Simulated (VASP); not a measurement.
# ZrB (Fm-3m) in VASP: further runs, part 2 of 2

VASP 6.6.1.

## Step 4: Single point, PBE+D3(BJ)

Contents of INCAR:

```
ALGO = Normal ; EDIFF = 1E-6
ENCUT = 500 ; GGA = PE
GGA_COMPAT = False ; ISIF = 2
ISMEAR = 0 ; IVDW = 12
LASPH = True ; LCHARG = False
LREAL = False ; LWAVE = False
NBANDS = 14 ; NELM = 120
PREC = Accurate ; SIGMA = 0.05
```

Contents of KPOINTS:

```
k-points
0
Gamma
  8 8 8
```

Contents of POSCAR:

```
ZrB
1.0
    0.0000000000      2.3250013489      2.3250013489
    2.3250013489      0.0000000000      2.3250013489
    2.3250013489      2.3250013489      0.0000000000
Zr B
1 1
Direct
    0.5000000000      0.5000000000      0.5000000000
    0.0000000000      0.0000000000      0.0000000000
```

Potentials or basis: VASP PAW PBE potentials, release 64 (Zr_sv, B).

Command:

```bash
$ cat potpaw_PBE.64/Zr_sv/POTCAR potpaw_PBE.64/B/POTCAR > POTCAR
$ mpirun -np 1 vasp_std > vasp.out
```

OUTCAR:

```text
EDIFF = 1E-6
   ENCUT = 500
   GGA = PE
   ISIF = 2
   ISMEAR = 0
   IVDW = 12
   LASPH = True
   LREAL = False
   NELM = 120
   PREC = Accurate
 IVDW          = 12

 ion  position               nearest neighbor table
   1  0.500  0.500  0.500-   2 2.33   2 2.33   2 2.33   2 2.33   2 2.33   2 2.33
   2  0.000  0.000  0.000-   1 2.33   1 2.33   1 2.33   1 2.33   1 2.33   1 2.33

  LATTYP: Found a face centered cubic cell.
 ALAT       =     4.6500026978

  Lattice vectors:

 A1 = (   0.0000000000,   2.3250013489,   2.3250013489)
 A2 = (   2.3250013489,   0.0000000000,   2.3250013489)
 A3 = (   2.3250013489,   2.3250013489,   0.0000000000)

Analysis of symmetry for initial positions (statically):
=====================================================================
 Subroutine PRICEL returns:
 Original cell was already a primitive cell.

 Routine SETGRP: Setting up the symmetry group for a
 face centered cubic supercell.

 Subroutine GETGRP returns: Found 48 space group operations
 (whereof 48 operations were pure point group operations)
 out of a pool of 48 trial point group operations.

The static configuration has the point symmetry O_h .

Analysis of symmetry for dynamics (positions and initial velocities):
=====================================================================
 Subroutine PRICEL returns:
 Original cell was already a primitive cell.

 Routine SETGRP: Setting up the symmetry group for a
 face centered cubic supercell.

 Subroutine GETGRP returns: Found 48 space group operations
 (whereof 48 operations were pure point group operations)
 out of a pool of 48 trial point group operations.

The dynamic configuration has the point symmetry O_h .

 Subroutine INISYM returns: Found 48 space group operations
 (whereof 48 operations are pure point group operations),
 and found     1 'primitive' translations

----------------------------------------------------------------------------------------

[... 121 lines left out ...]
   LEPSILON=     F    determine dielectric tensor
   LRPA    =     F    only Hartree local field effects (RPA)
 non-spin polarized calculation
 Gauss-broadening in eV      SIGMA  =   0.05
  energy-cutoff  :      500.00
  volume of cell :       25.14
 maximum number of plane-waves:       652
   NGX = 11   NGY = 11   NGZ = 11

 number of electron      15.0000000 magnetization

 Free energy of the ion-electron system (eV)
  ---------------------------------------------------
  ext. energy  EPLUGINS =         0.00000000
  ---------------------------------------------------
  free energy    TOTEN  =       -15.57309565 eV

  energy without entropy =      -15.57111674  energy(sigma->0) =      -15.57210619

 E-fermi :   9.0519     XC(G=0): -12.2197

 val. band max:        9.0144352238   @ k =   0.5000   0.2500   0.0000
 cond. band min:       9.0836301628   @ k =   0.2500   0.1250   0.0000
 fundamental gap:      0.0691949389
 Fermi energy:         9.0518929857

 k-point     1 :       0.0000    0.0000    0.0000
  band No.  band energies     occupation
      1     -37.7594      2.00000
      2     -15.4996      2.00000
      3     -15.4996      2.00000
      4     -15.4996      2.00000
      5       0.6938      2.00000
      6      10.9413      0.00000
      7      10.9413      0.00000
      8      10.9413      0.00000
      9      12.7202      0.00000
     10      12.7202      0.00000
     11      12.8482      0.00000
     12      12.8482      0.00000
     13      12.8482      0.00000
     14      20.1585      0.00000
[... 377 lines left out ...]
      1     -37.6189      2.00000
      2     -16.3168      2.00000
      3     -15.8525      2.00000
      4     -15.6784      2.00000
      5       4.2814      2.00000
      6       5.9876      2.00000
      7       8.0773      2.00000
      8       8.2721      2.00000
      9      14.0775      0.00000
     10      14.1900      0.00000
     11      15.9256      0.00000
     12      19.7783      0.00000
     13      19.9646      0.00000
     14      21.1074      0.00000

 [... further k-points ...]

------------------------ aborting loop because EDIFF is reached ----------------------------------------

 Edisp (eV)   -0.90109

 E8    (eV) :    -0.4212

  FORCE on cell =-STRESS in cart. coord.  units (eV):
  Direction    XX          YY          ZZ          XY          YZ          ZX
  --------------------------------------------------------------------------------------
  -------------------------------------------------------------------------------------
  Total       4.59203     4.59203     4.59203     0.00000     0.00000    -0.00000
  in kB     292.69504   292.69504   292.69504     0.00000     0.00000    -0.00000
  external pressure =      292.70 kB  Pullay stress =        0.00 kB

 VOLUME and BASIS-vectors are now :
 -----------------------------------------------------------------------------
  energy-cutoff  :      500.00
  volume of cell :       25.14
      direct lattice vectors                 reciprocal lattice vectors
     0.000000000  2.325001349  2.325001349    -0.215053639  0.215053639  0.215053639
     2.325001349  0.000000000  2.325001349     0.215053639 -0.215053639  0.215053639
     2.325001349  2.325001349  0.000000000     0.215053639  0.215053639 -0.215053639

 POSITION                                       TOTAL-FORCE (eV/Angst)
 -----------------------------------------------------------------------------------
      2.32500      2.32500      2.32500         0.000000      0.000000      0.000000
      0.00000      0.00000      0.00000         0.000000      0.000000      0.000000
 -----------------------------------------------------------------------------------
    total drift:                               -0.000000     -0.000000      0.000000

  FREE ENERGIE OF THE ION-ELECTRON SYSTEM (eV)
  ---------------------------------------------------
  free  energy   TOTEN  =       -16.4741851633 eV

  energy  without entropy=      -16.4722062492  energy(sigma->0) =      -16.47319571
```

OSZICAR:

```text
N       E                     dE             d eps       ncg     rms          rms(c)
DAV:   1     0.905341739408E+02    0.90534E+02   -0.78566E+03   812   0.102E+03
DAV:   2    -0.120939578137E+02   -0.10263E+03   -0.98132E+02  1034   0.281E+02
DAV:   3    -0.170203603002E+02   -0.49264E+01   -0.48874E+01  1278   0.527E+01
DAV:   4    -0.173112652942E+02   -0.29090E+00   -0.29089E+00   984   0.689E+00
DAV:   5    -0.173136452723E+02   -0.23800E-02   -0.23799E-02  1112   0.774E-01    0.234E+01
DAV:   6    -0.155834028888E+02    0.17302E+01   -0.24152E+00   966   0.142E+01    0.884E+00
DAV:   7    -0.155681398953E+02    0.15263E-01   -0.30354E-01  1130   0.399E+00    0.357E+00
DAV:   8    -0.155744791795E+02   -0.63393E-02   -0.35366E-02  1008   0.177E+00    0.507E-01
DAV:   9    -0.155730230183E+02    0.14562E-02   -0.43050E-03   914   0.511E-01    0.154E-01
DAV:  10    -0.155731043109E+02   -0.81293E-04   -0.42015E-04   956   0.237E-01    0.491E-02
DAV:  11    -0.155730979690E+02    0.63418E-05   -0.23703E-05  1016   0.386E-02    0.373E-03
DAV:  12    -0.155730956135E+02    0.23555E-05   -0.10321E-06   640   0.112E-02    0.344E-03
DAV:  13    -0.155730956508E+02   -0.37277E-07   -0.98459E-08   484   0.326E-03
   1 F= -.16474185E+02 E0= -.16473196E+02  d E =-.197891E-02
```

Wall time 13 s (1 thread of Intel Xeon Platinum 8259CL at 2.50GHz (Skylake/Cascade Lake), shared host); peak memory 0.14 GiB.

Results:

```
Free energy                : -16.4742 eV
Pressure                   : 29.3 GPa
Band gap on the k mesh     : zero (an odd number of electrons rules out a gap without spin polarisation)
Dispersion energy per atom : -0.451 eV
```

Levels at points of the mesh, in eV from the Fermi level:
```
           k point  band 4  band 5  band 6  band 7  band 8  band 9  band 10  band 11  band 12  band 13
(0.00, 0.00, 0.00)  -24.55   -8.36    1.89    1.89    1.89    3.67     3.67     3.80     3.80     3.80
(0.50, 0.00, 0.00)  -24.65   -4.23   -3.63   -1.44   -1.44    5.74     5.74     7.34     8.22    13.37
(0.50, 0.50, 0.00)  -24.88   -6.52   -1.16   -0.33    2.52    2.52     5.44     6.90     6.90    10.64
```

Caveat: the cell stands under pressure.

## Step 5: Overview

| level | potentials or basis | gap on the mesh (eV) | pressure (GPa) |
| --- | --- | --- | --- |
| PBE | VASP PAW PBE potentials, release 64 (Zr_sv, B) | none | 35.3 |
| LDA | VASP PAW LDA potentials, release 64 (Zr_sv, B) | none | 26.0 |
| PBE+D3(BJ) | VASP PAW PBE potentials, release 64 (Zr_sv, B) | none | 29.3 |

Alike in all rows: task single point; no spin polarisation; cell as given; k mesh 8 × 8 × 8; cutoff (eV) 500; smearing gaussian 0.05 eV.

Caveats: the cell stands under pressure.

Total energies depend on the potentials used, so only differences within one code and one set of settings carry meaning.
